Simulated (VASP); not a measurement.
# Ag2Sn (Fm-3m) in VASP: further runs

Ag2Sn is run at these levels: PBE; tasks: single point, relaxation of cell and atoms.

All numbers are computed with VASP 6.6.1; they aren't measurements. Logs are shortened: lines on timing, memory, paths and dates and some standing lists are left out, and cuts for length are marked.

## 1. The cell of the first run

Symmetry: Fm-3m, No. 225, cubic system. Conventional cell: a = 6.331 Å, b = 6.331 Å, c = 6.331 Å, α = 90.00°, β = 90.00°, γ = 90.00°. Within 3.6 Å of Ag (site symmetry -43m) lie 4 Sn at 2.74 Å and 6 Ag at 3.17 Å. Within 3.6 Å of Sn (site symmetry m-3m) lie 8 Ag at 2.74 Å.

## 2. Single point, PBE

The input, INCAR:

```
ALGO = Normal
EDIFF = 1E-7
ENCUT = 520
GGA = PE
ISIF = 2
ISMEAR = 0
LASPH = T
LCHARG = F
LREAL = F
LWAVE = F
NBANDS = 25
NELM = 60
PREC = Accurate
SIGMA = 0.1
```

The input, KPOINTS:

```
k-points
0
Gamma
  6 6 6
```

The input, POSCAR:

```
Ag2Sn
1.0
    0.0000000000      3.1657038778      3.1657038778
    3.1657038778      0.0000000000      3.1657038778
    3.1657038778      3.1657038778      0.0000000000
Ag Sn
2 1
Direct
    0.2500000000      0.2500000000      0.2500000000
    0.7500000000      0.7500000000      0.7500000000
    0.0000000000      0.0000000000      0.0000000000
```

Potentials or basis: VASP PAW PBE potentials, release 64 (Ag, Sn_d).

Started as:

```
$ cat potpaw_PBE.64/Ag/POTCAR potpaw_PBE.64/Sn_d/POTCAR > POTCAR
$ mpirun -np 1 vasp_std > vasp.out
```

OUTCAR:

```text
EDIFF = 1E-7
   ENCUT = 520
   GGA = PE
   ISIF = 2
   ISMEAR = 0
   LASPH = T
   LREAL = F
   NELM = 60
   PREC = Accurate

 ion  position               nearest neighbor table
   1  0.250  0.250  0.250-   3 2.74   3 2.74   3 2.74   3 2.74   2 3.17   2 3.17   2 3.17   2 3.17
                             2 3.17   2 3.17
   2  0.750  0.750  0.750-   3 2.74   3 2.74   3 2.74   3 2.74   1 3.17   1 3.17   1 3.17   1 3.17
                             1 3.17   1 3.17
   3  0.000  0.000  0.000-   2 2.74   2 2.74   1 2.74   1 2.74   2 2.74   1 2.74   2 2.74   1 2.74

  LATTYP: Found a face centered cubic cell.
 ALAT       =     6.3314077556

  Lattice vectors:

 A1 = (   0.0000000000,   3.1657038778,   3.1657038778)
 A2 = (   3.1657038778,   0.0000000000,   3.1657038778)
 A3 = (   3.1657038778,   3.1657038778,   0.0000000000)

Analysis of symmetry for initial positions (statically):
=====================================================================
 Subroutine PRICEL returns:
 Original cell was already a primitive cell.

 Routine SETGRP: Setting up the symmetry group for a
 face centered cubic supercell.

 Subroutine GETGRP returns: Found 48 space group operations
 (whereof 48 operations were pure point group operations)
 out of a pool of 48 trial point group operations.

The static configuration has the point symmetry O_h .

Analysis of symmetry for dynamics (positions and initial velocities):
=====================================================================
 Subroutine PRICEL returns:
 Original cell was already a primitive cell.

 Routine SETGRP: Setting up the symmetry group for a
 face centered cubic supercell.

 Subroutine GETGRP returns: Found 48 space group operations
 (whereof 48 operations were pure point group operations)
 out of a pool of 48 trial point group operations.

The dynamic configuration has the point symmetry O_h .

 Subroutine INISYM returns: Found 48 space group operations
 (whereof 48 operations are pure point group operations),
 and found     1 'primitive' translations

----------------------------------------------------------------------------------------

                                     Primitive cell

  volume of cell :      63.4513

  direct lattice vectors                    reciprocal lattice vectors
     0.000000000  3.165703878  3.165703878    -0.157942758  0.157942758  0.157942758
     3.165703878  0.000000000  3.165703878     0.157942758 -0.157942758  0.157942758
     3.165703878  3.165703878  0.000000000     0.157942758  0.157942758 -0.157942758

  length of vectors
     4.476981358  4.476981358  4.476981358     0.273564881  0.273564881  0.273564881

  position of ions in fractional coordinates (direct lattice)
     0.250000000  0.250000000  0.250000000
     0.750000000  0.750000000  0.750000000
     0.000000000  0.000000000  0.000000000

  ion indices of the primitive-cell ions
   primitive index   ion index
                 1           1
                 2           2
                 3           3

----------------------------------------------------------------------------------------

 KPOINTS: k-points

Automatic generation of k-mesh.
 Grid dimensions read from file:
 generate k-points for:    6    6    6

 Generating k-lattice:

  Cartesian coordinates                     Fractional coordinates (reciprocal lattice)
    -0.026323793  0.026323793  0.026323793     0.166666667  0.000000000  0.000000000
     0.026323793 -0.026323793  0.026323793     0.000000000  0.166666667  0.000000000
     0.026323793  0.026323793 -0.026323793     0.000000000  0.000000000  0.166666667

  Length of vectors
     0.045594147  0.045594147  0.045594147

  Shift w.r.t. Gamma in fractional coordinates (k-lattice)
     0.000000000  0.000000000  0.000000000

 Subroutine IBZKPT returns following result:
 ===========================================

 Found     16 irreducible k-points:

 Following reciprocal coordinates:
            Coordinates               Weight
  0.000000  0.000000  0.000000      1.000000
  0.166667  0.000000  0.000000      8.000000
  0.333333  0.000000  0.000000      8.000000
  0.500000  0.000000  0.000000      4.000000
  0.166667  0.166667  0.000000      6.000000
  0.333333  0.166667  0.000000     24.000000
[... 8 lines left out ...]
 -0.333333  0.333333  0.166667     24.000000
 -0.333333  0.500000  0.166667     12.000000
   k-points           NKPTS =     16   k-points in BZ     NKDIM =     16   number of bands    NBANDS=     25
   number of dos      NEDOS =    301   number of ions     NIONS =      3
   total plane-waves  NPLWV =  46656
   dimension x,y,z NGX =    36 NGY =   36 NGZ =   36
   dimension x,y,z NGXF=    72 NGYF=   72 NGZF=   72
   ions per type =               2   1
   NGX,Y,Z   is equivalent  to a cutoff of  13.37, 13.37, 13.37 a.u.
   NGXF,Y,Z  is equivalent  to a cutoff of  26.74, 26.74, 26.74 a.u.
 SYSTEM =  unknown system
   PREC   = accura    normal or accurate (medium, high low for compatibility)
   ISTART =      0    job   : 0-new  1-cont  2-samecut
   ICHARG =      2    charge: 1-file 2-atom 10-const
   ISPIN  =      1    spin polarized calculation?
   LNONCOLLINEAR =      F non collinear calculations
   LSORBIT =      F    spin-orbit coupling
   LASPH  =      T    aspherical Exc in radial PAW
   ENCUT  =  520.0 eV  38.22 Ry    6.18 a.u.   8.32  8.32  8.32*2*pi/ulx,y,z
   NELM   =     60;   NELMIN=  2; NELMDL= -5     # of ELM steps
   EDIFF  = 0.1E-06   stopping-criterion for ELM
   LREAL  =      F    real-space projection
   EDIFFG = 0.1E-05   stopping-criterion for IOM
   NSW    =      0    number of steps for IOM
   IBRION =     -1    ionic relax: 0-MD 1-quasi-New 2-CG
   NFREE  =      0    steps in history (QN), initial steepest desc. (CG)
   ISIF   =      2    stress and relaxation
   ISYM   =      2    0-nonsym 1-usesym 2-fastsym
   POTIM  = 0.5000    time-step for ionic-motion
   TEBEG  =    0.0;   TEEND  =   0.0 temperature during run
   PSTRESS=    0.0 pullay stress
   NELECT =      36.0000    total number of electrons
   NUPDOWN=      -1.0000    fix difference up-down
   EMIN   =  10.00;   EMAX   =-10.00  energy-range for DOS
   EFERMI =   0.00;   METHOD = LEGACY
   ISMEAR =     0;   SIGMA  =   0.10  broadening in eV -4-tet -1-fermi 0-gaus
   EFERMI_NEDOS =   21; number of points for ismear=-14 and -15
   IALGO  =     38    algorithm
   IMIX   =      4    mixing-type and parameters
     AMIX     =   0.40;   BMIX     =  1.00
     AMIX_MAG =   1.60;   BMIX_MAG =  1.00
  volume/ion in A,a.u.               =      21.15       142.73
  Fermi-wavevector in a.u.,A,eV,Ry     =   1.355279  2.561106 24.990925  1.836781
  Thomas-Fermi vector in A             =   2.482380
   LORBIT       =      0    0 simple, 1 ext, 2 COOP (PROOUT), +10 PAW based schemes
   GGA     = PE    functional components
   LHFCALC =     F    Hartree Fock is set to
   AEXX    =    0.0000 exact exchange contribution
   IVDW    =     0    specifies the selected vdW correction
   LEPSILON=     F    determine dielectric tensor
   LRPA    =     F    only Hartree local field effects (RPA)
 non-spin polarized calculation
 Gauss-broadening in eV      SIGMA  =   0.10
  energy-cutoff  :      520.00
  volume of cell :       63.45
 maximum number of plane-waves:      1724
 NGX is ok and might be reduce to    36
   NGX = 17   NGY = 17   NGZ = 17

 number of electron      36.0000006 magnetization

 Free energy of the ion-electron system (eV)
  ---------------------------------------------------
  ext. energy  EPLUGINS =         0.00000000
  ---------------------------------------------------
  free energy    TOTEN  =        -8.69929190 eV

  energy without entropy =       -8.68658456  energy(sigma->0) =       -8.69293823

 E-fermi :   7.7167     XC(G=0): -11.0253

 val. band max:        7.7092877144   @ k =   0.5000   0.1667   0.0000
 cond. band min:       7.7437965979   @ k =   0.5000   0.3333   0.1667
 fundamental gap:      0.0345088835
 Fermi energy:         7.7167328401

 k-point     1 :       0.0000    0.0000    0.0000
  band No.  band energies     occupation
      1     -13.6516      2.00000
      2     -13.6516      2.00000
      3     -13.6516      2.00000
      4     -13.5982      2.00000
      5     -13.5982      2.00000
      6      -2.0896      2.00000
[... 17 lines left out ...]
     24      13.9828      0.00000
     25      16.4376      0.00000

 k-point     2 :       0.1667    0.0000    0.0000
  band No.  band energies     occupation
      1     -13.6526      2.00000
      2     -13.6510      2.00000
      3     -13.6510      2.00000
      4     -13.5974      2.00000
      5     -13.5974      2.00000
      6      -1.8409      2.00000
[... 17 lines left out ...]
     24      15.0305      0.00000
     25      16.1036      0.00000

 k-point     3 :       0.3333    0.0000    0.0000
  band No.  band energies     occupation
      1     -13.6547      2.00000
      2     -13.6498      2.00000
      3     -13.6498      2.00000
      4     -13.5957      2.00000
      5     -13.5957      2.00000
      6      -1.2519      2.00000
[... 17 lines left out ...]
     24      15.7587      0.00000
     25      16.9694      0.00000

 k-point     4 :       0.5000    0.0000    0.0000
  band No.  band energies     occupation
      1     -13.6558      2.00000
      2     -13.6493      2.00000
      3     -13.6493      2.00000
      4     -13.5948      2.00000
      5     -13.5948      2.00000
      6      -0.8945      2.00000
[... 17 lines left out ...]
     24      17.9794      0.00000
     25      18.7103      0.00000
[... 253 lines left out ...]
 k-point    14 :       0.5000    0.3333    0.1667
  band No.  band energies     occupation
      1     -13.6566      2.00000
      2     -13.6500      2.00000
      3     -13.6474      2.00000
      4     -13.5974      2.00000
      5     -13.5921      2.00000
      6      -0.8674      2.00000
[... 17 lines left out ...]
     24      16.9807      0.00000
     25      18.2072      0.00000

 k-point    15 :      -0.3333    0.3333    0.1667
  band No.  band energies     occupation
      1     -13.6544      2.00000
      2     -13.6529      2.00000
      3     -13.6467      2.00000
      4     -13.5965      2.00000
      5     -13.5920      2.00000
      6      -0.6428      2.00000
[... 17 lines left out ...]
     24      16.7468      0.00000
     25      18.4276      0.00000

 k-point    16 :      -0.3333    0.5000    0.1667
  band No.  band energies     occupation
      1     -13.6584      2.00000
      2     -13.6499      2.00000
      3     -13.6455      2.00000
      4     -13.5979      2.00000
      5     -13.5901      2.00000
      6      -0.5555      2.00000
[... 17 lines left out ...]
     24      19.3148      0.00000
     25      19.7793      0.00000

------------------------ aborting loop because EDIFF is reached ----------------------------------------

  FORCE on cell =-STRESS in cart. coord.  units (eV):
  Direction    XX          YY          ZZ          XY          YZ          ZX
  --------------------------------------------------------------------------------------
  -------------------------------------------------------------------------------------
  Total        3.1575161      3.1575161      3.1575161      0.0000000      0.0000000      0.0000000
  in kB       79.7288116     79.7288116     79.7288116      0.0000000      0.0000000      0.0000000
  external PRESSURE =      79.7288116 kB  Pullay stress =       0.0000000 kB

 VOLUME and BASIS-vectors are now :
 -----------------------------------------------------------------------------
  energy-cutoff  :      520.00
  volume of cell :       63.45
      direct lattice vectors                 reciprocal lattice vectors
     0.000000000  3.165703878  3.165703878    -0.157942758  0.157942758  0.157942758
     3.165703878  0.000000000  3.165703878     0.157942758 -0.157942758  0.157942758
     3.165703878  3.165703878  0.000000000     0.157942758  0.157942758 -0.157942758

 POSITION                                       TOTAL-FORCE (eV/Angst)
 -----------------------------------------------------------------------------------
      1.58285      1.58285      1.58285         0.000000     -0.000000      0.000000
      4.74856      4.74856      4.74856        -0.000000     -0.000000     -0.000000
      0.00000      0.00000      0.00000        -0.000000      0.000000     -0.000000
 -----------------------------------------------------------------------------------
    total drift:                                0.000000      0.000000      0.000000

  FREE ENERGIE OF THE ION-ELECTRON SYSTEM (eV)
  ---------------------------------------------------
  free  energy   TOTEN  =        -8.6992919029 eV

  energy  without entropy=       -8.6865845604  energy(sigma->0) =       -8.69293823
```

Wall time 25 s (1 thread of Intel Xeon 6975P-C (Granite Rapids), shared host); peak memory 0.2 GiB.

What came out:

| Property | Result |
| --- | --- |
| Free energy | -8.6993 eV |
| Pressure | 8.0 GPa |
| Band gap on the k mesh | zero (band 18 reaches 11.13 eV, above the bottom of band 19 at 5.83 eV) |

Caveat: spin-orbit coupling is left out, which moves the levels of the heavy elements.

[end of part 1 of 2]
